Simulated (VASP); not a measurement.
# Mo (Im-3m) in VASP: a series of runs

Mo is run at these levels: PBE+D3(BJ), PBE, LDA; tasks: relaxation of cell and atoms, single point.

All numbers are computed with VASP 6.6.1; they aren't measurements. Logs are shortened: lines on timing, memory, paths and dates and some standing lists are left out, and cuts for length are marked.

### 1 The cell of the first run

It takes space group Im-3m (No. 229, cubic). The conventional cell has a = 3.168 Å, b = 3.168 Å, c = 3.168 Å, α = 90.00°, β = 90.00°, γ = 90.00°. Within 3.6 Å of Mo (site symmetry m-3m) lie 14 Mo at 2.74 to 3.17 Å.

### 2 Relaxation of cell and atoms, PBE+D3(BJ)

INCAR reads:

```
ALGO = Normal ; EDIFF = 1E-6
EDIFFG = -0.005 ; ENCUT = 600
GGA = PE ; IBRION = 2
ISIF = 3 ; ISMEAR = -1
IVDW = 12 ; LASPH = T
LCHARG = F ; LREAL = F
LWAVE = F ; NELM = 100
NSW = 80 ; PREC = Accurate
SIGMA = 0.05
```

KPOINTS reads:

```
k-points
0
Gamma
  12 12 12
```

POSCAR reads:

```
Mo
1.0
   -1.5838089719      1.5838089719      1.5838089719
    1.5838089719     -1.5838089719      1.5838089719
    1.5838089719      1.5838089719     -1.5838089719
Mo
1
Direct
    0.0000000000      0.0000000000      0.0000000000
```

Potentials or basis: VASP PAW PBE potentials, release 64 (Mo_sv).

Launch:

```bash
$ cat potpaw_PBE.64/Mo_sv/POTCAR > POTCAR
$ mpirun -np 1 vasp_std > vasp.out
```

OUTCAR:

```text
EDIFF = 1E-6
   EDIFFG = -0.005
   ENCUT = 600
   GGA = PE
   IBRION = 2
   ISIF = 3
   ISMEAR = -1
   IVDW = 12
   LASPH = T
   LREAL = F
   NELM = 100
   NSW = 80
   PREC = Accurate
 IVDW          = 12

 ion  position               nearest neighbor table
   1  0.000  0.000  0.000-

  LATTYP: Found a body centered cubic cell.
 ALAT       =     3.1676179438

  Lattice vectors:

 A1 = (  -1.5838089719,   1.5838089719,   1.5838089719)
 A2 = (   1.5838089719,  -1.5838089719,   1.5838089719)
 A3 = (   1.5838089719,   1.5838089719,  -1.5838089719)

Analysis of symmetry for initial positions (statically):
=====================================================================
 Subroutine PRICEL returns:
 Original cell was already a primitive cell.

 Routine SETGRP: Setting up the symmetry group for a
 body centered cubic supercell.

 Subroutine GETGRP returns: Found 48 space group operations
 (whereof 48 operations were pure point group operations)
 out of a pool of 48 trial point group operations.

The static configuration has the point symmetry O_h .

Analysis of symmetry for dynamics (positions and initial velocities):
=====================================================================
 Subroutine PRICEL returns:
 Original cell was already a primitive cell.

 Routine SETGRP: Setting up the symmetry group for a
 body centered cubic supercell.

 Subroutine GETGRP returns: Found 48 space group operations
 (whereof 48 operations were pure point group operations)
 out of a pool of 48 trial point group operations.

The dynamic configuration has the point symmetry O_h .

 Subroutine INISYM returns: Found 48 space group operations
 (whereof 48 operations are pure point group operations),
 and found     1 'primitive' translations

----------------------------------------------------------------------------------------

                                     Primitive cell

  volume of cell :      15.8916

  direct lattice vectors                    reciprocal lattice vectors
    -1.583808972  1.583808972  1.583808972     0.000000000  0.315694638  0.315694638
     1.583808972 -1.583808972  1.583808972     0.315694638  0.000000000  0.315694638
     1.583808972  1.583808972 -1.583808972     0.315694638  0.315694638  0.000000000

  length of vectors
     2.743237609  2.743237609  2.743237609     0.446459639  0.446459639  0.446459639

  position of ions in fractional coordinates (direct lattice)
     0.000000000  0.000000000  0.000000000

  ion indices of the primitive-cell ions
   primitive index   ion index
                 1           1

----------------------------------------------------------------------------------------

 KPOINTS: k-points

Automatic generation of k-mesh.
 Grid dimensions read from file:
 generate k-points for:   12   12   12

 Generating k-lattice:

  Cartesian coordinates                     Fractional coordinates (reciprocal lattice)
     0.000000000  0.026307886  0.026307886     0.083333333  0.000000000  0.000000000
     0.026307886  0.000000000  0.026307886     0.000000000  0.083333333  0.000000000
     0.026307886  0.026307886  0.000000000     0.000000000  0.000000000  0.083333333

  Length of vectors
     0.037204970  0.037204970  0.037204970

  Shift w.r.t. Gamma in fractional coordinates (k-lattice)
     0.000000000  0.000000000  0.000000000

 Subroutine IBZKPT returns following result:
 ===========================================

 Found     72 irreducible k-points:

 Following reciprocal coordinates:
            Coordinates               Weight
  0.000000  0.000000  0.000000      1.000000
  0.083333  0.000000  0.000000     12.000000
  0.166667  0.000000  0.000000     12.000000
  0.250000  0.000000  0.000000     12.000000
  0.333333  0.000000  0.000000     12.000000
  0.416667  0.000000  0.000000     12.000000
[... 16 lines left out ...]
  0.333333  0.083333  0.083333     24.000000
  0.416667  0.083333  0.083333     12.000000
 [... further k-points ...]
   k-points           NKPTS =     72   k-points in BZ     NKDIM =     72   number of bands    NBANDS=     11
   number of dos      NEDOS =    301   number of ions     NIONS =      1
   total plane-waves  NPLWV =  13824
   dimension x,y,z NGX =    24 NGY =   24 NGZ =   24
   dimension x,y,z NGXF=    48 NGYF=   48 NGZF=   48
   ions per type =               1
   NGX,Y,Z   is equivalent  to a cutoff of  14.54, 14.54, 14.54 a.u.
   NGXF,Y,Z  is equivalent  to a cutoff of  29.09, 29.09, 29.09 a.u.
 SYSTEM =  unknown system
   PREC   = accura    normal or accurate (medium, high low for compatibility)
   ISTART =      0    job   : 0-new  1-cont  2-samecut
   ICHARG =      2    charge: 1-file 2-atom 10-const
   ISPIN  =      1    spin polarized calculation?
   LNONCOLLINEAR =      F non collinear calculations
   LSORBIT =      F    spin-orbit coupling
   LASPH  =      T    aspherical Exc in radial PAW
   ENCUT  =  600.0 eV  44.10 Ry    6.64 a.u.   5.48  5.48  5.48*2*pi/ulx,y,z
   NELM   =    100;   NELMIN=  2; NELMDL= -5     # of ELM steps
   EDIFF  = 0.1E-05   stopping-criterion for ELM
   LREAL  =      F    real-space projection
   EDIFFG = -.5E-02   stopping-criterion for IOM
   NSW    =     80    number of steps for IOM
   IBRION =      2    ionic relax: 0-MD 1-quasi-New 2-CG
   NFREE  =      1    steps in history (QN), initial steepest desc. (CG)
   ISIF   =      3    stress and relaxation
   ISYM   =      2    0-nonsym 1-usesym 2-fastsym
   POTIM  = 0.5000    time-step for ionic-motion
   TEBEG  =    0.0;   TEEND  =   0.0 temperature during run
   PSTRESS=    0.0 pullay stress
   NELECT =      14.0000    total number of electrons
   NUPDOWN=      -1.0000    fix difference up-down
   EMIN   =  10.00;   EMAX   =-10.00  energy-range for DOS
   EFERMI =   0.00;   METHOD = LEGACY
   ISMEAR =    -1;   SIGMA  =   0.05  broadening in eV -4-tet -1-fermi 0-gaus
   EFERMI_NEDOS =   21; number of points for ismear=-14 and -15
   IALGO  =     38    algorithm
   IMIX   =      4    mixing-type and parameters
     AMIX     =   0.40;   BMIX     =  1.00
     AMIX_MAG =   1.60;   BMIX_MAG =  1.00
  volume/ion in A,a.u.               =      15.89       107.24
  Fermi-wavevector in a.u.,A,eV,Ry     =   1.569380  2.965698 33.510508  2.462953
  Thomas-Fermi vector in A             =   2.671271
   LORBIT       =      0    0 simple, 1 ext, 2 COOP (PROOUT), +10 PAW based schemes
   GGA     = PE    functional components
   LHFCALC =     F    Hartree Fock is set to
   AEXX    =    0.0000 exact exchange contribution
   IVDW    =    12    specifies the selected vdW correction
   LEPSILON=     F    determine dielectric tensor
   LRPA    =     F    only Hartree local field effects (RPA)
 conjugate gradient relaxation of ions
 non-spin polarized calculation
  energy-cutoff  :      600.00
  volume of cell :       15.89
 maximum number of plane-waves:       555
 NGX is ok and might be reduce to    24
   NGX = 11   NGY = 11   NGZ = 11

--------------------------------------- Ionic step        1  -------------------------------------------

 number of electron      14.0000002 magnetization

 Free energy of the ion-electron system (eV)
  ---------------------------------------------------
  ext. energy  EPLUGINS =         0.00000000
  ---------------------------------------------------
  free energy    TOTEN  =       -10.95129809 eV

  energy without entropy =      -10.94873641  energy(sigma->0) =      -10.95001725

------------------------ aborting loop because EDIFF is reached ----------------------------------------

 Edisp (eV)   -0.70160

 E8    (eV) :    -0.3305

  FORCE on cell =-STRESS in cart. coord.  units (eV):
  Direction    XX          YY          ZZ          XY          YZ          ZX
  --------------------------------------------------------------------------------------
  -------------------------------------------------------------------------------------
  Total      -0.87868    -0.87868    -0.87868     0.00000     0.00000    -0.00000
  in kB     -88.58715   -88.58715   -88.58715     0.00000     0.00000    -0.00000
  external pressure =      -88.59 kB  Pullay stress =        0.00 kB
[... 98 lines left out ...]
  energy  without entropy=      -11.6657356853  energy(sigma->0) =      -11.66690609

--------------------------------------- Ionic step        4  -------------------------------------------

 number of electron      14.0000001 magnetization

 Free energy of the ion-electron system (eV)
  ---------------------------------------------------
  ext. energy  EPLUGINS =         0.00000000
  ---------------------------------------------------
  free energy    TOTEN  =       -10.94112836 eV

  energy without entropy =      -10.93879726  energy(sigma->0) =      -10.93996281

 E-fermi :  12.8249     XC(G=0): -13.4890

 val. band max:       12.7539567282   @ k =  -0.1667   0.2500   0.0833
 cond. band min:      12.8497161148   @ k =   0.5000   0.5000   0.0833
 fundamental gap:      0.0957593866
 Fermi energy:        12.8249243984

 k-point     1 :       0.0000    0.0000    0.0000
  band No.  band energies     occupation
      1     -48.4081      2.00000
      2     -21.6337      2.00000
      3     -21.6337      2.00000
      4     -21.6337      2.00000
      5       5.5842      2.00000
      6      11.4783      2.00000
      7      11.4783      2.00000
      8      11.4783      2.00000
      9      14.5687      0.00000
     10      14.5687      0.00000
     11      27.7346      0.00000
[... 309 lines left out ...]
 k-point    24 :       0.4167    0.0833    0.0833
  band No.  band energies     occupation
      1     -48.1183      2.00000
      2     -23.0159      2.00000
      3     -22.1748      2.00000
      4     -21.7460      2.00000
      5       8.0384      2.00000
      6       9.3890      2.00000
      7      13.2413      0.00048
      8      14.7750      0.00000
      9      15.2833      0.00000
     10      19.3908      0.00000
     11      24.1874      0.00000

 [... further k-points ...]

------------------------ aborting loop because EDIFF is reached ----------------------------------------

 Edisp (eV)   -0.72697

 E8    (eV) :    -0.3427

  FORCE on cell =-STRESS in cart. coord.  units (eV):
  Direction    XX          YY          ZZ          XY          YZ          ZX
  --------------------------------------------------------------------------------------
  -------------------------------------------------------------------------------------
  Total      -0.00326    -0.00326    -0.00326    -0.00000    -0.00000     0.00000
  in kB      -0.33969    -0.33969    -0.33969    -0.00000    -0.00000     0.00000
  external pressure =       -0.34 kB  Pullay stress =        0.00 kB
[... 16 lines left out ...]
  FREE ENERGIE OF THE ION-ELECTRON SYSTEM (eV)
  ---------------------------------------------------
  free  energy   TOTEN  =       -11.6681013890 eV

  energy  without entropy=      -11.6657702953  energy(sigma->0) =      -11.66693584

 reached required accuracy - stopping structural energy minimisation
```

Run time: 18 s. Hardware: 1 thread of Intel Xeon Platinum 8488C (Sapphire Rapids), shared host; peak memory 0.16 GiB.

What came out:

| Property | Result |
| --- | --- |
| Free energy | -11.6681 eV |
| Relaxed volume | 15.36 Å³/atom |
| Relaxed cell | a = 2.712 Å, b = 2.712 Å, c = 2.712 Å, α = 109.47°, β = 109.47°, γ = 109.47° |
| Space group after relaxing (to 0.05 Å) | Im-3m (No. 229) |
| Energy gained by relaxing | 15.2 meV/atom |
| Ionic steps | 4 |
| Pressure after relaxing | 0.0 GPa |
| Band gap on the k mesh | zero (band 7 reaches 16.96 eV, above the bottom of band 8 at 11.48 eV) |
| Dispersion energy per atom | -0.727 eV |

Step by step:
| step | energy change (eV) | largest force (eV/Å) | pressure (GPa) | volume (Å³) |
| --- | --- | --- | --- | --- |
| 1 | 0.0000 | 0.0000 | -8.86 | 15.89 |
| 2 | 0.1177 | 0.0000 | 32.97 | 13.96 |
| 3 | -0.0152 | 0.0000 | -0.38 | 15.38 |
| 4 | -0.0152 | 0.0000 | -0.03 | 15.36 |

Final structure:
```
Mo
1.0
    -1.56600    1.56600    1.56600
     1.56600   -1.56600    1.56600
     1.56600    1.56600   -1.56600
Mo
1
Direct
  0.00000 0.00000 0.00000
```

Caveat: pairwise dispersion overbinds metals, which lowers pressure and volume.

### 3 Single point, PBE, non-collinear spin, zero start, spin-orbit coupling

INCAR reads:

```
ALGO = Fast
EDIFF = 1E-6
ENCUT = 520
GGA = PE
GGA_COMPAT = F
ISIF = 2
ISMEAR = -1
LASPH = T
LCHARG = F
LMAXMIX = 4
LORBIT = 11
LORBMOM = T
LREAL = F
LSORBIT = T
LWAVE = F
MAGMOM = 0 0 0
NBANDS = 25
NELM = 150
PREC = Accurate
SIGMA = 0.05
```

KPOINTS is that of step 2.

POSCAR is that of step 2.

Potentials or basis: VASP PAW PBE potentials, release 64 (Mo_sv).

Launch:

```bash
$ cat potpaw_PBE.64/Mo_sv/POTCAR > POTCAR
$ mpirun -np 1 vasp_ncl > vasp.out
```

It took 100 s on 1 thread of AMD EPYC 7R13, shared host; peak memory 0.15 GiB.

It converged, with:

```yaml
Free_energy: -11.0545 eV
Pressure: -1.2 GPa
Net_moment: 0.00 μB per cell
Valence_electrons_inside_the_program's_atomic_spheres: Mo 12.47
```

Moments on the atoms (μB; x, y, z):
```
Mo  0.00 0.00 0.00
```

### 4 Single point, LDA

INCAR reads:

```
SYSTEM = Mo
PREC = Accurate
ENCUT = 520
EDIFF = 1E-7
ISMEAR = -1
SIGMA = 0.05
LREAL = .FALSE.
LASPH = .TRUE.
NELM = 60
ALGO = Fast
ISIF = 2
LWAVE = .FALSE.
LCHARG = .FALSE.
GGA = CA
NBANDS = 13
```

KPOINTS reads:

```
regular mesh
0
G
  12 12 12
  0 0 0
```

POSCAR is that of step 3.

Potentials or basis: VASP PAW LDA potentials, release 64 (Mo_sv).

Launch:

```bash
$ cat potpaw_LDA.64/Mo_sv/POTCAR > POTCAR
$ mpirun -np 1 vasp_std > vasp.out
```

OUTCAR:

```text
SYSTEM = Mo
   PREC = Accurate
   ENCUT = 520
   EDIFF = 1E-7
   ISMEAR = -1
   LREAL = .FALSE.
   LASPH = .TRUE.
   NELM = 60
   ISIF = 2
   GGA = CA

 ion  position               nearest neighbor table
   1  0.000  0.000  0.000-

  LATTYP: Found a body centered cubic cell.
 ALAT       =     3.1676179438

  Lattice vectors:

 A1 = (  -1.5838089719,   1.5838089719,   1.5838089719)
 A2 = (   1.5838089719,  -1.5838089719,   1.5838089719)
 A3 = (   1.5838089719,   1.5838089719,  -1.5838089719)

Analysis of symmetry for initial positions (statically):
[... 553 lines left out ...]
      6       8.8595      2.00000
      7      12.5276      0.00098
      8      13.9821      0.00000
      9      14.4578      0.00000
     10      18.4773      0.00000
     11      22.9983      0.00000
     12      24.6573      0.00000
     13      27.9632      0.00000

 [... further k-points ...]
[... 5 lines left out ...]
  --------------------------------------------------------------------------------------
  -------------------------------------------------------------------------------------
  Total       -1.3063623     -1.3063623     -1.3063623      0.0000000      0.0000000      0.0000000
  in kB     -131.7060878   -131.7060878   -131.7060878      0.0000000      0.0000000      0.0000000
  external PRESSURE =    -131.7060878 kB  Pullay stress =       0.0000000 kB

 VOLUME and BASIS-vectors are now :
 -----------------------------------------------------------------------------
  energy-cutoff  :      520.00
  volume of cell :       15.89
      direct lattice vectors                 reciprocal lattice vectors
    -1.583808972  1.583808972  1.583808972     0.000000000  0.315694638  0.315694638
     1.583808972 -1.583808972  1.583808972     0.315694638  0.000000000  0.315694638
     1.583808972  1.583808972 -1.583808972     0.315694638  0.315694638  0.000000000

 POSITION                                       TOTAL-FORCE (eV/Angst)
 -----------------------------------------------------------------------------------
      0.00000      0.00000      0.00000        -0.000000      0.000000     -0.000000
 -----------------------------------------------------------------------------------
    total drift:                                0.000000     -0.000000      0.000000

  FREE ENERGIE OF THE ION-ELECTRON SYSTEM (eV)
  ---------------------------------------------------
  free  energy   TOTEN  =       -12.1143426567 eV

  energy  without entropy=      -12.1118951476  energy(sigma->0) =      -12.11311890
```

stdout:

```text
POSCAR found type information on POSCAR Mo
 POSCAR found :  1 types and       1 ions
 scaLAPACK will be used
 LDA part: xc-table for (Slater(with rela. corr.)+CA(PZ))
 , standard interpolation
 POSCAR, INCAR and KPOINTS ok, starting setup
 FFT: planning ... GRIDC
 FFT: planning ... GRID_SOFT
 FFT: planning ... GRID
 WAVECAR not read
 entering main loop
```

It took 6.7 s on 1 thread of Intel Xeon 6975P-C (Granite Rapids), shared host; peak memory 0.12 GiB.

What came out:

| Property | Result |
| --- | --- |
| Free energy | -12.1143 eV |
| Pressure | -13.2 GPa |
| Band gap on the k mesh | zero (band 7 reaches 16.12 eV, above the bottom of band 8 at 10.86 eV) |

### 5 Summary

| task | level | potentials or basis | spin | cell | cutoff (eV) | gap on the mesh (eV) | pressure (GPa) |
| --- | --- | --- | --- | --- | --- | --- | --- |
| relaxation of cell and atoms | PBE+D3(BJ) | VASP PAW PBE potentials, release 64 (Mo_sv) | off | relaxed | 600 | none | 0.0 |
| single point | PBE | VASP PAW PBE potentials, release 64 (Mo_sv) | non-collinear, zero start, SOC | as given | 520 | - | -1.2 |
| single point | LDA | VASP PAW LDA potentials, release 64 (Mo_sv) | off | as given | 520 | none | -13.2 |

Alike in all rows: k mesh 12 × 12 × 12; smearing fermi-dirac 0.05 eV.

Caveats: pairwise dispersion overbinds metals, which lowers pressure and volume (some runs).

Total energies depend on the potentials used, so only differences within one code and one set of settings carry meaning.
